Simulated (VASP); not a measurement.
Here is a VASP 6.6.1 calculation.

INCAR

```
ALGO     = Normal         # electronic algorithm
EDIFF    = 1E-6           # SCF threshold, eV
ENCUT    = 520            # plane-wave cutoff, eV
GGA      = PS             # functional
ISIF     = 2              # what is computed and relaxed
ISMEAR   = 0              # smearing method
LASPH    = T              # aspherical terms in the spheres
LCHARG   = T              # write CHGCAR
LELF     = T              # ELF
LREAL    = F              # projectors in reciprocal space
LVHAR    = T            
LWAVE    = F              # write WAVECAR
NBANDS   = 16             # bands
NELM     = 100            # most SCF steps
PREC     = Accurate       # precision mode
SIGMA    = 0.05           # smearing width, eV
```

KPOINTS

```
k-points
0
Gamma
  9 9 6
```

POSCAR

```
MgO
1.0
    3.5735373093      0.0000000000      0.0000000000
   -1.7867686547      3.0947740912      0.0000000000
    0.0000000000      0.0000000000      3.9691391590
Mg O
2 2
Direct
    0.6666666667      0.3333333333      0.7500000000
    0.3333333333      0.6666666667      0.2500000000
    0.6666666667      0.3333333333      0.2500000000
    0.3333333333      0.6666666667      0.7500000000
```

Potentials or basis: VASP PAW PBE potentials, release 64 (Mg, O).

Command:

```console
$ cat potpaw_PBE.64/Mg/POTCAR potpaw_PBE.64/O/POTCAR > POTCAR
$ mpirun -np 1 vasp_std > vasp.out
```

**Question.** Estimate the band gap on the k mesh.

**Answer.** 3.41 eV, direct.

**Question.** Estimate the pressure.

**Answer.** 3.2 GPa.

Stress tensor (GPa, compression positive):
```
-2.48  0.00  0.00
 0.00 -2.48  0.00
 0.00  0.00 14.62
```

Caveat: the cell differs from its parent crystal (strain +0.025 along x and y, -0.050 along z); the PAW data sets were made with another functional, which shifts forces and pressure a little.
